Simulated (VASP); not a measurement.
# F (C2/c) in VASP: notebook

F is run at these levels: PBE+D3(BJ); tasks: single point.

Program: VASP 6.6.1. These are calculated values, not measurements. Logs are shortened: lines on timing, memory, paths and dates and some standing lists are left out, and cuts for length are marked.

## 1. The cell of the first run

It takes space group C2/c (No. 15, monoclinic). Conventional cell: a = 5.578 Å, b = 3.526 Å, c = 6.691 Å, α = 90.00°, β = 91.04°, γ = 90.00°. F (site symmetry 1) has 1 F at 1.20 Å within 1.6 Å.

## 2. Single point, PBE+D3(BJ) (atoms shifted along a free coordinate)

Input file INCAR:

```
ALGO = Normal ; EDIFF = 1E-6
ENCUT = 520 ; GGA = PE
ISIF = 2 ; ISMEAR = 0
IVDW = 12 ; LASPH = True
LCHARG = False ; LREAL = False
LWAVE = False ; NBANDS = 22
NELM = 100 ; PREC = Accurate
SIGMA = 0.05
```

Input file KPOINTS:

```
k-points
0
Gamma
  8 8 4
```

Input file POSCAR:

```
F
1.0
    2.7735902046     -1.7628796394      0.2927051127
    2.7735902046      1.7628796394      0.2927051127
   -0.8227725226      0.0000000000      6.6402307669
F
4
Direct
    0.9138648456      0.5855481450      0.0772625910
    0.4144518550      0.0861351544      0.4227374090
    0.0861351544      0.4144518550      0.9227374090
    0.5855481450      0.9138648456      0.5772625910
```

Potentials or basis: VASP PAW PBE potentials, release 64 (F).

Started as:

```
> cat potpaw_PBE.64/F/POTCAR > POTCAR
> mpirun -np 1 vasp_std > vasp.out
```

OUTCAR:

```text
EDIFF = 1E-6
   ENCUT = 520
   GGA = PE
   ISIF = 2
   ISMEAR = 0
   IVDW = 12
   LASPH = True
   LREAL = False
   NELM = 100
   PREC = Accurate
 IVDW          = 12

 ion  position               nearest neighbor table
   1  0.914  0.586  0.077-   3 1.20
   2  0.414  0.086  0.423-   4 1.20
   3  0.086  0.414  0.923-   1 1.20
   4  0.586  0.914  0.577-   2 1.20

  LATTYP: Found a base centered monoclinic cell.
 ALAT       =     5.5779849071
 B/A-ratio  =     0.6320847649
 C/A-ratio  =     1.1995389811
 COS(beta)  =    -0.0181341353

  Lattice vectors:

 A1 = (   2.7735902046,  -1.7628796394,   0.2927051127)
 A2 = (   2.7735902046,   1.7628796394,   0.2927051127)
 A3 = (  -0.8227725226,   0.0000000000,   6.6402307669)

Analysis of symmetry for initial positions (statically):
=====================================================================
 Subroutine PRICEL returns:
 Original cell was already a primitive cell.

 Routine SETGRP: Setting up the symmetry group for a
 base centered monoclinic supercell.

 Subroutine GETGRP returns: Found  4 space group operations
 (whereof  2 operations were pure point group operations)
 out of a pool of  4 trial point group operations.

The static configuration has the point symmetry S_2 .
 The point group associated with its full space group is C_2h.

Analysis of symmetry for dynamics (positions and initial velocities):
=====================================================================
 Subroutine PRICEL returns:
 Original cell was already a primitive cell.

 Routine SETGRP: Setting up the symmetry group for a
 base centered monoclinic supercell.

 Subroutine GETGRP returns: Found  4 space group operations
 (whereof  2 operations were pure point group operations)
 out of a pool of  4 trial point group operations.

The dynamic configuration has the point symmetry S_2 .
 The point group associated with its full space group is C_2h.

 Subroutine INISYM returns: Found  4 space group operations
 (whereof  2 operations are pure point group operations),
 and found     1 'primitive' translations

----------------------------------------------------------------------------------------

                                     Primitive cell

  volume of cell :      65.7840

  direct lattice vectors                    reciprocal lattice vectors
     2.773590205 -1.762879639  0.292705113     0.177944905 -0.283626851  0.022048658
     2.773590205  1.762879639  0.292705113     0.177944905  0.283626851  0.022048658
    -0.822772523  0.000000000  6.640230767    -0.015687823  0.000000000  0.148653341

  length of vectors
     3.299427758  3.299427758  6.691010332     0.335551371  0.335551371  0.149478840

  position of ions in fractional coordinates (direct lattice)
     0.913864846  0.585548145  0.077262591
     0.414451855  0.086135154  0.422737409
     0.086135154  0.414451855  0.922737409
     0.585548145  0.913864846  0.577262591

  ion indices of the primitive-cell ions
   primitive index   ion index
                 1           1
                 2           2
                 3           3
                 4           4

----------------------------------------------------------------------------------------

 KPOINTS: k-points

Automatic generation of k-mesh.
 Grid dimensions read from file:
 generate k-points for:    8    8    4

 Generating k-lattice:

  Cartesian coordinates                     Fractional coordinates (reciprocal lattice)
     0.022243113 -0.035453356  0.002756082     0.125000000 -0.000000000  0.000000000
     0.022243113  0.035453356  0.002756082    -0.000000000  0.125000000  0.000000000
    -0.003921956  0.000000000  0.037163335     0.000000000  0.000000000  0.250000000

  Length of vectors
     0.041943921  0.041943921  0.037369710

  Shift w.r.t. Gamma in fractional coordinates (k-lattice)
     0.000000000  0.000000000  0.000000000

 Subroutine IBZKPT returns following result:
 ===========================================

 Found     78 irreducible k-points:

 Following reciprocal coordinates:
            Coordinates               Weight
  0.000000  0.000000  0.000000      1.000000
  0.125000  0.000000  0.000000      4.000000
  0.250000  0.000000  0.000000      4.000000
  0.375000  0.000000  0.000000      4.000000
  0.500000  0.000000  0.000000      2.000000
  0.125000  0.125000  0.000000      2.000000
[... 16 lines left out ...]
  0.125000 -0.000000  0.250000      4.000000
  0.250000 -0.000000  0.250000      4.000000
 [... further k-points ...]
   k-points           NKPTS =     78   k-points in BZ     NKDIM =     78   number of bands    NBANDS=     22
   number of dos      NEDOS =    301   number of ions     NIONS =      4
   total plane-waves  NPLWV =  39200
   dimension x,y,z NGX =    28 NGY =   28 NGZ =   50
   dimension x,y,z NGXF=    56 NGYF=   56 NGZF=  100
   ions per type =               4
   NGX,Y,Z   is equivalent  to a cutoff of  14.11, 14.11, 12.42 a.u.
   NGXF,Y,Z  is equivalent  to a cutoff of  28.22, 28.22, 24.85 a.u.
 SYSTEM =  unknown system
   PREC   = accura    normal or accurate (medium, high low for compatibility)
   ISTART =      0    job   : 0-new  1-cont  2-samecut
   ICHARG =      2    charge: 1-file 2-atom 10-const
   ISPIN  =      1    spin polarized calculation?
   LNONCOLLINEAR =      F non collinear calculations
   LSORBIT =      F    spin-orbit coupling
   LASPH  =      T    aspherical Exc in radial PAW
   ENCUT  =  520.0 eV  38.22 Ry    6.18 a.u.   6.13  6.13 12.44*2*pi/ulx,y,z
   NELM   =    100;   NELMIN=  2; NELMDL= -5     # of ELM steps
   EDIFF  = 0.1E-05   stopping-criterion for ELM
   LREAL  =      F    real-space projection
   EDIFFG = 0.1E-04   stopping-criterion for IOM
   NSW    =      0    number of steps for IOM
   IBRION =     -1    ionic relax: 0-MD 1-quasi-New 2-CG
   NFREE  =      0    steps in history (QN), initial steepest desc. (CG)
   ISIF   =      2    stress and relaxation
   ISYM   =      2    0-nonsym 1-usesym 2-fastsym
   POTIM  = 0.5000    time-step for ionic-motion
   TEBEG  =    0.0;   TEEND  =   0.0 temperature during run
   PSTRESS=    0.0 pullay stress
   NELECT =      28.0000    total number of electrons
   NUPDOWN=      -1.0000    fix difference up-down
   EMIN   =  10.00;   EMAX   =-10.00  energy-range for DOS
   EFERMI =   0.00;   METHOD = LEGACY
   ISMEAR =     0;   SIGMA  =   0.05  broadening in eV -4-tet -1-fermi 0-gaus
   EFERMI_NEDOS =   21; number of points for ismear=-14 and -15
   IALGO  =     38    algorithm
   IMIX   =      4    mixing-type and parameters
     AMIX     =   0.40;   BMIX     =  1.00
     AMIX_MAG =   1.60;   BMIX_MAG =  1.00
  volume/ion in A,a.u.               =      16.45       110.98
  Fermi-wavevector in a.u.,A,eV,Ry     =   1.231461  2.327124 20.633192  1.516497
  Thomas-Fermi vector in A             =   2.366270
   LORBIT       =      0    0 simple, 1 ext, 2 COOP (PROOUT), +10 PAW based schemes
   GGA     = PE    functional components
   LHFCALC =     F    Hartree Fock is set to
   AEXX    =    0.0000 exact exchange contribution
   IVDW    =    12    specifies the selected vdW correction
   LEPSILON=     F    determine dielectric tensor
   LRPA    =     F    only Hartree local field effects (RPA)
 non-spin polarized calculation
 Gauss-broadening in eV      SIGMA  =   0.05
  energy-cutoff  :      520.00
  volume of cell :       65.78
 maximum number of plane-waves:      1796
 NGX is ok and might be reduce to    28
   NGX = 13   NGY = 13   NGZ = 25

 number of electron      28.0000013 magnetization

 Free energy of the ion-electron system (eV)
  ---------------------------------------------------
  ext. energy  EPLUGINS =         0.00000000
  ---------------------------------------------------
  free energy    TOTEN  =        -4.32842494 eV

  energy without entropy =       -4.32842494  energy(sigma->0) =       -4.32842494

 E-fermi :  -3.9012     XC(G=0):  -7.3301

 val. band max:       -4.1927187527   @ k =   0.5000  -0.0000   0.5000
 cond. band min:       2.1796072977   @ k =   0.0000   0.0000   0.0000
 fundamental gap:      6.3723260504
 Fermi energy:        -3.9011539098

 k-point     1 :       0.0000    0.0000    0.0000
  band No.  band energies     occupation
      1     -34.2337      2.00000
      2     -34.1993      2.00000
      3     -22.1312      2.00000
      4     -21.8864      2.00000
      5     -12.6474      2.00000
      6     -12.0797      2.00000
[... 14 lines left out ...]
     21      14.3801      0.00000
     22      15.3262      0.00000

 k-point     2 :       0.1250    0.0000    0.0000
  band No.  band energies     occupation
      1     -34.2260      2.00000
      2     -34.1946      2.00000
      3     -22.1231      2.00000
      4     -21.8978      2.00000
      5     -12.6232      2.00000
      6     -12.0856      2.00000
[... 14 lines left out ...]
     21      14.2020      0.00000
     22      14.5359      0.00000

 k-point     3 :       0.2500    0.0000    0.0000
  band No.  band energies     occupation
      1     -34.2077      2.00000
      2     -34.1840      2.00000
      3     -22.1009      2.00000
      4     -21.9295      2.00000
      5     -12.5492      2.00000
      6     -12.1094      2.00000
[... 14 lines left out ...]
     21      13.1852      0.00000
     22      13.4619      0.00000

 k-point     4 :       0.3750    0.0000    0.0000
  band No.  band energies     occupation
      1     -34.1876      2.00000
      2     -34.1747      2.00000
      3     -22.0661      2.00000
      4     -21.9741      2.00000
      5     -12.4285      2.00000
      6     -12.1712      2.00000
[... 14 lines left out ...]
     21      11.4399      0.00000
     22      11.8119      0.00000

 k-point     5 :       0.5000    0.0000    0.0000
  band No.  band energies     occupation
      1     -34.1757      2.00000
      2     -34.1747      2.00000
      3     -22.0248      2.00000
      4     -22.0200      2.00000
      5     -12.2866      2.00000
      6     -12.2864      2.00000
[... 14 lines left out ...]
     21      10.4361      0.00000
     22      10.4365      0.00000

 k-point     6 :       0.1250    0.1250    0.0000
  band No.  band energies     occupation
      1     -34.2257      2.00000
      2     -34.1926      2.00000
      3     -22.1212      2.00000
      4     -21.8856      2.00000
      5     -12.6262      2.00000
      6     -12.0779      2.00000
[... 14 lines left out ...]
     21      14.4458      0.00000
     22      15.1094      0.00000

 k-point     7 :       0.2500    0.1250    0.0000
  band No.  band energies     occupation
      1     -34.2130      2.00000
      2     -34.1835      2.00000
      3     -22.1067      2.00000
      4     -21.8971      2.00000
      5     -12.5821      2.00000
      6     -12.0832      2.00000
[... 324 lines left out ...]
      6     -12.1208      2.00000
[... 14 lines left out ...]
     21      10.9724      0.00000
     22      11.2266      0.00000

 k-point    21 :       0.5000    0.5000    0.0000
  band No.  band energies     occupation
      1     -34.1812      2.00000
      2     -34.1544      2.00000
      3     -22.0670      2.00000
      4     -21.8810      2.00000
      5     -12.4594      2.00000
      6     -12.0537      2.00000
[... 14 lines left out ...]
     21      10.9495      0.00000
     22      12.7317      0.00000

 k-point    22 :       0.0000    0.0000    0.2500
  band No.  band energies     occupation
      1     -34.2285      2.00000
      2     -34.2041      2.00000
      3     -22.0961      2.00000
      4     -21.9232      2.00000
      5     -12.5702      2.00000
      6     -12.1706      2.00000
[... 14 lines left out ...]
     21      15.4490      0.00000
     22      16.3662      0.00000

 k-point    23 :       0.1250   -0.0000    0.2500
  band No.  band energies     occupation
      1     -34.2214      2.00000
      2     -34.1993      2.00000
      3     -22.0908      2.00000
      4     -21.9320      2.00000
      5     -12.5488      2.00000
      6     -12.1705      2.00000
[... 14 lines left out ...]
     21      13.7650      0.00000
     22      14.8475      0.00000

 k-point    24 :       0.2500   -0.0000    0.2500
  band No.  band energies     occupation
      1     -34.2040      2.00000
      2     -34.1876      2.00000
      3     -22.0757      2.00000
      4     -21.9557      2.00000
      5     -12.4843      2.00000
      6     -12.1744      2.00000
[... 14 lines left out ...]
     21      12.3361      0.00000
     22      12.9239      0.00000

 [... further k-points ...]

------------------------ aborting loop because EDIFF is reached ----------------------------------------

 Edisp (eV)   -0.11238

 E8    (eV) :    -0.0244

  FORCE on cell =-STRESS in cart. coord.  units (eV):
  Direction    XX          YY          ZZ          XY          YZ          ZX
  --------------------------------------------------------------------------------------
  -------------------------------------------------------------------------------------
  Total       0.21508    10.10660    29.32458     0.00000     0.00000    -3.75361
  in kB       5.23838   246.14740   714.20363     0.00000     0.00000   -91.41955
  external pressure =      321.86 kB  Pullay stress =        0.00 kB

 VOLUME and BASIS-vectors are now :
 -----------------------------------------------------------------------------
  energy-cutoff  :      520.00
  volume of cell :       65.78
      direct lattice vectors                 reciprocal lattice vectors
     2.773590205 -1.762879639  0.292705113     0.177944905 -0.283626851  0.022048658
     2.773590205  1.762879639  0.292705113     0.177944905  0.283626851  0.022048658
    -0.822772523  0.000000000  6.640230767    -0.015687823  0.000000000  0.148653341

 POSITION                                       TOTAL-FORCE (eV/Angst)
 -----------------------------------------------------------------------------------
      4.09519     -0.57878      0.95193        -1.823962      8.475852     14.377415
      1.04061     -0.57878      2.95360         1.823962      8.475852    -14.377415
      0.62922      0.57878      6.27371         1.823962     -8.475852    -14.377415
      3.68380      0.57878      4.27204        -1.823962     -8.475852     14.377415
 -----------------------------------------------------------------------------------
    total drift:                                0.000000     -0.000000     -0.000000

  FREE ENERGIE OF THE ION-ELECTRON SYSTEM (eV)
  ---------------------------------------------------
  free  energy   TOTEN  =        -4.4408033062 eV

  energy  without entropy=       -4.4408033062  energy(sigma->0) =       -4.44080331
```

Run time: 41 s. Hardware: 1 thread of AMD EPYC 9R45 (Zen 5), shared host; peak memory 0.2 GiB.

What came out:

```yaml
Free_energy: -4.4408 eV
Pressure: 32.2 GPa
Largest_force: 16.789 eV/Å
Band_gap_on_the_k_mesh: 6.37 eV (least direct gap 6.38 eV)
Dispersion_energy_per_atom: -0.028 eV
```

Forces in eV/Å, atoms in the order of the input:
```
F    -1.824   8.476  14.377
F     1.824   8.476 -14.377
F     1.824  -8.476 -14.377
F    -1.824  -8.476  14.377
```

Levels at points of the mesh, in eV from the valence-band top:
```csv
k point,band 11,band 12,band 13,band 14,band 15,band 16,band 17,band 18
"(0.00, 0.00, 0.00)",-0.31,-0.17,-0.04,-0.01,6.37,7.75,7.91,10.60
"(0.50, 0.00, 0.00)",-0.22,-0.20,-0.03,-0.02,7.22,7.22,12.00,12.02
"(0.50, 0.50, 0.00)",-0.44,-0.37,-0.16,-0.04,7.03,7.66,11.64,13.09
"(0.00, 0.00, 0.50)",-0.25,-0.25,-0.03,-0.03,6.71,6.71,9.39,9.39
"(0.50, 0.00, 0.50)",-0.22,-0.20,-0.01,0.00,7.20,7.21,12.40,12.44
"(0.50, 0.50, 0.50)",-0.27,-0.27,-0.24,-0.24,7.30,7.30,12.30,12.30
```

Caveat: the cell differs from its parent crystal (atoms shifted along a free coordinate); the standard files for N, O and F lose accuracy on very short bonds; the stress differs along the axes, from 1 to 71 GPa; forces of over 1 eV/Å act on the atoms, so gaps and moduli don't describe the material at rest.

## 3. Single point, PBE+D3(BJ) (atoms shifted along a free coordinate)

Input file INCAR:

```
SYSTEM = F
PREC = Accurate ; ENCUT = 520
EDIFF = 1E-6 ; ISMEAR = 0
SIGMA = 0.05 ; LREAL = .False.
LASPH = .True. ; NELM = 100
ALGO = Normal ; ISIF = 2
LWAVE = .False. ; LCHARG = .False.
GGA = PE ; IVDW = 12
NBANDS = 22
```

Input file KPOINTS:

```
Automatic mesh
0
Gamma
  8 8 4
  0 0 0
```

Input file POSCAR:

```
F
1.0
    2.7735902046     -1.7628796394      0.2927051127
    2.7735902046      1.7628796394      0.2927051127
   -0.8227725226      0.0000000000      6.6402307669
F
4
Direct
    0.9138648456      0.5855481450      0.1105934036
    0.4144518550      0.0861351544      0.3894065964
    0.0861351544      0.4144518550      0.8894065964
    0.5855481450      0.9138648456      0.6105934036
```

Potentials or basis: VASP PAW PBE potentials, release 64 (F).

Started as:

```
> cat potpaw_PBE.64/F/POTCAR > POTCAR
> mpirun -np 1 vasp_std > vasp.out
```

Wall time 39 s (1 thread of AMD EPYC 9R45 (Zen 5), shared host); peak memory 0.2 GiB.

Results (log left out):

```
Free energy                : -6.7871 eV
Pressure                   : -8.9 GPa
Largest force              : 2.994 eV/Å
Band gap on the k mesh     : 1.21 eV
Dispersion energy per atom : -0.029 eV
```

Forces on the atoms (eV/Å):
```
F    0.350 -1.125 -2.753
F   -0.350 -1.125  2.753
F   -0.350  1.125  2.753
F    0.350  1.125 -2.753
```

Stress tensor (GPa, compression positive):
```
 -0.64   0.00   2.66
  0.00  -4.65   0.00
  2.66   0.00 -21.30
```

Levels at points of the mesh, in eV from the valence-band top:
| k point | band 12 | band 13 | band 14 | band 15 | band 16 | band 17 |
| --- | --- | --- | --- | --- | --- | --- |
| (0.00, 0.00, 0.00) | -0.13 | -0.03 | 0.00 | 1.21 | 1.99 | 9.73 |
| (0.50, 0.00, 0.00) | -0.52 | -0.19 | -0.18 | 1.76 | 1.76 | 14.01 |
| (0.50, 0.50, 0.00) | -0.66 | -0.10 | -0.04 | 1.36 | 1.94 | 14.19 |
| (0.00, 0.00, 0.50) | -0.30 | -0.08 | -0.08 | 1.60 | 1.60 | 10.62 |
| (0.50, 0.00, 0.50) | -0.35 | -0.14 | -0.13 | 1.68 | 1.68 | 14.56 |
| (0.50, 0.50, 0.50) | -0.39 | -0.35 | -0.35 | 1.66 | 1.66 | 14.68 |

Caveat: the cell differs from its parent crystal (atoms shifted along a free coordinate); the stress differs along the axes, from -21 to -1 GPa; forces of over 1 eV/Å act on the atoms, so gaps and moduli don't describe the material at rest.

(Continued in part 2 of 2.)
